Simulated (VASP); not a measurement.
A run of VASP 6.6.1 is set up as follows.

INCAR

```
ALGO = Normal ; EDIFF = 1E-7
ENCUT = 520 ; GGA = PE
ISIF = 2 ; ISMEAR = 0
LASPH = T ; LCHARG = F
LREAL = F ; LWAVE = F
NBANDS = 21 ; NELM = 100
PREC = Accurate ; SIGMA = 0.01
```

Contents of KPOINTS:

```
k-points
0
Gamma
  8 8 8
```

The input POSCAR:

```
KLiF2
1.0
    1.6223039207      0.9366376053      5.6488965173
   -1.6223039207      0.9366376053      5.6488965173
    0.0000000000     -1.8732752107      5.6488965173
Li K F
1 1 2
Direct
    1.0000000000      0.0000000000      0.0000000000
    0.5000000000      0.5000000000      0.5000000000
    0.2689466833      0.2689466833      0.2689466833
    0.7310533167      0.7310533167      0.7310533167
```

Potentials or basis: VASP PAW PBE potentials, release 64 (Li_sv, K_sv, F).

Command:

```console
$ cat potpaw_PBE.64/Li_sv/POTCAR potpaw_PBE.64/K_sv/POTCAR potpaw_PBE.64/F/POTCAR > POTCAR
$ mpirun -np 1 vasp_std > vasp.out
```

Problem. Predict the largest force.

Solution. 0.031 eV/Å.

Problem. Estimate the band gap on the k mesh.

Solution. 6.68 eV.

Forces in eV/Å, atoms in the order of the input:
```
Li   0.000  0.000  0.000
K    0.000  0.000  0.000
F    0.000  0.000  0.031
F    0.000  0.000 -0.031
```

 A k mesh can miss the band edges.
